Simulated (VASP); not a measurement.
BiPt3, 4 atoms in the cell. The structure is cubic, space group Pm-3m (No. 221). Conventional cell: a = 4.186 Å, b = 4.186 Å, c = 4.186 Å, α = 90.00°, β = 90.00°, γ = 90.00°. Bi (site symmetry m-3m) has 12 Pt at 2.96 Å within 3.9 Å. Within 3.9 Å of Pt (site symmetry 4/mmm) lie 4 Bi at 2.96 Å and 8 Pt at 2.96 Å. 

- Program: VASP 6.6.1
- Task: single point
- Functional: PBE
- Potentials or basis: VASP PAW PBE potentials, release 64 (Bi_d, Pt)
- Cutoff: 520 eV
- k mesh: 5 × 5 × 5
- Occupations: methfessel-paxton, width 0.025 eV
- Spin: no spin polarisation
- Dipole correction: no
- Further INCAR settings: ALGO = Normal; EDIFF = 1e-07; NBANDS = 30

Potentials or basis: VASP PAW PBE potentials, release 64 (Bi_d, Pt).

Run with:

```console
$ cat potpaw_PBE.64/Bi_d/POTCAR potpaw_PBE.64/Pt/POTCAR > POTCAR
$ mpirun -np 1 vasp_std > vasp.out
```

Hardware: 1 thread of Intel(R) Xeon(R) Platinum 8559C (Emerald Rapids), with other jobs on the host.

Q: How long does it take, and how much memory?

A: Wall time 13 s on 1 thread of Intel(R) Xeon(R) Platinum 8559C (Emerald Rapids), on a shared host, peak memory 0.18 GiB. Counts: scf iterations 15, k points 10.
